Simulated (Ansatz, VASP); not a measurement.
KI: VASP beside Ansatz

```
K I
1.0
     4.29109    0.00000    0.00000
     0.00000    4.29109    0.00000
     0.00000    0.00000    4.18424
K I
1 1
Direct
  0.00000 0.00000 0.00000
  0.50000 0.50000 0.50000
```

Change from the starting cell: uniaxial_z strain -2.5%.

Alike in both runs: task single point; functional HSE06; k mesh 4 × 4 × 4; no spin polarisation.

|  | VASP | Ansatz |
| --- | --- | --- |
| version | VASP 6.6.1 | Ansatz 0.2.0 |
| potentials or method | VASP PAW PBE potentials, release 64 (K_sv, I) | plane waves, PAW |
| plane-wave cutoff (eV) | 520 | 420 |
| occupations | gaussian, width 0.01 eV | fixed |
| valence electrons in the cell | 16 | 26 |

Ansatz gave:

| Quantity | Value |
| --- | --- |
| gap on the k mesh at the Fermi level (eV) | 4.27 |
| pressure (GPa) | 0.7 |
| traceless stress, the component that is largest in VASP (GPa) | 0.57 |

Problem. What did VASP give for the same quantities?

Solution. gap on the k mesh at the Fermi level (eV): 4.26; pressure (GPa): 0.7; traceless stress, the component that is largest in VASP (GPa): 0.57.

VASP's potentials hold 16 valence electrons a cell and Ansatz's 26, so a difference there can come from the potentials and not from the codes. Ansatz's warnings: stress exchange threshold loose, stress scf threshold loose.

Spin-orbit coupling is off throughout.
